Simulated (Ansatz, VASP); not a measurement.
# Ge4H: VASP beside Ansatz

Contents of INCAR:

```
ALGO = Normal
DIPOL = 0.5 0.5 0.460
EDIFF = 1E-7
ENCUT = 520
GGA = PE
IDIPOL = 3
ISIF = 2
ISMEAR = 0
IVDW = 12
LASPH = T
LCHARG = F
LDIPOL = T
LREAL = Auto
LWAVE = F
NBANDS = 130
NELM = 100
PREC = Accurate
SIGMA = 0.1
```

Contents of KPOINTS:

```
k-points
0
Gamma
  3 3 1
```

POSCAR

```
Ge4H
1.0
    8.0601468066      0.0000000000      0.0000000000
   -4.0300734033      6.9802918927      0.0000000000
    0.0000000000      0.0000000000     23.6431764433
Ge H
16 4
Direct
    0.6666666667      0.3333333333      0.4030761274
    0.6666666667      0.8333333333      0.4030761274
    0.1666666667      0.3333333333      0.4030761274
    0.1666666667      0.8333333333      0.4030761274
    0.5000000000      0.5000000000      0.4378698993
    0.5000000000      0.0000000000      0.4378698993
    0.0000000000      0.5000000000      0.4378698993
    0.0000000000      0.0000000000      0.4378698993
    0.0000000000      0.5000000000      0.5426171666
   -0.0016473852     -0.0008236926      0.5422269359
    0.5008236926      0.5016473852      0.5422269359
    0.5008236926     -0.0008236926      0.5422269359
    0.8335260217      0.6664739783      0.5781012579
    0.8335260217      0.1670520433      0.5781012579
    0.3329479567      0.6664739783      0.5781012579
    0.3333333333      0.1666666667      0.5744888887
    0.6665235246      0.3332617623      0.3370906530
    0.6666666667      0.8333333333      0.3372830822
    0.1667382377      0.3332617623      0.3370906530
    0.1667382377      0.8334764754      0.3370906530
```

Input for Ansatz:

```yaml
crystal:
  lattice:
    - [8.0601468066, 0.0, 0.0]
    - [-4.0300734033, 6.9802918927, 0.0]
    - [0.0, 0.0, 23.6431764433]
  atoms:
    - { symbol: Ge, position: [0.6666666667, 0.3333333333, 0.4030761274] }
    - { symbol: Ge, position: [0.6666666667, 0.8333333333, 0.4030761274] }
    - { symbol: Ge, position: [0.1666666667, 0.3333333333, 0.4030761274] }
    - { symbol: Ge, position: [0.1666666667, 0.8333333333, 0.4030761274] }
    - { symbol: Ge, position: [0.5, 0.5, 0.4378698993] }
    - { symbol: Ge, position: [0.5, 0.0, 0.4378698993] }
    - { symbol: Ge, position: [0.0, 0.5, 0.4378698993] }
    - { symbol: Ge, position: [0.0, 0.0, 0.4378698993] }
    - { symbol: Ge, position: [0.0, 0.5, 0.5426171666] }
    - { symbol: Ge, position: [-0.0016473852, -0.0008236926, 0.5422269359] }
    - { symbol: Ge, position: [0.5008236926, 0.5016473852, 0.5422269359] }
    - { symbol: Ge, position: [0.5008236926, -0.0008236926, 0.5422269359] }
    - { symbol: Ge, position: [0.8335260217, 0.6664739783, 0.5781012579] }
    - { symbol: Ge, position: [0.8335260217, 0.1670520433, 0.5781012579] }
    - { symbol: Ge, position: [0.3329479567, 0.6664739783, 0.5781012579] }
    - { symbol: Ge, position: [0.3333333333, 0.1666666667, 0.5744888887] }
    - { symbol: H, position: [0.6665235246, 0.3332617623, 0.337090653] }
    - { symbol: H, position: [0.6666666667, 0.8333333333, 0.3372830822] }
    - { symbol: H, position: [0.1667382377, 0.3332617623, 0.337090653] }
    - { symbol: H, position: [0.1667382377, 0.8334764754, 0.337090653] }
basis:
  ecutwfc: 420
kpoints:
  mp_grid: { grid: [3, 3, 1] }
hamiltonian:
  xc: pbe
  dispersion: d3bj
scf:
  occupations: { method: gaussian, width: 0.1 }
output:
  forces: true
  eigenvalues: true
  write_density: true
  volumetric_format: npy
efield:
  axis: 3
  dipole_correction: true
  ramp_width: 0.04
```

Alike in both runs: task single point; functional PBE; dispersion D3(BJ); k mesh 3 × 3 × 1; occupations gaussian, width 0.1 eV; no spin polarisation.

|  | VASP | Ansatz |
| --- | --- | --- |
| version | VASP 6.6.1 | Ansatz 0.2.0 |
| potentials or method | VASP PAW PBE potentials, release 64 (Ge_d, H), cutoff 520 eV | scalar-relativistic, plane waves, PAW |
| valence electrons in the cell | 228 | 228 |

VASP gave:

| Item | Value |
| --- | --- |
| gap on the k mesh at the Fermi level (eV) | none |
| rms of the force components (eV/Å) | 0.050 |

What did Ansatz give for the same quantities?

gap on the k mesh at the Fermi level (eV): none; rms of the force components (eV/Å): 0.054.

Atom by atom the forces differ by 0.009 eV/Å (rms over components). A gap of «none» marks a metal or a gap that the smearing closes.
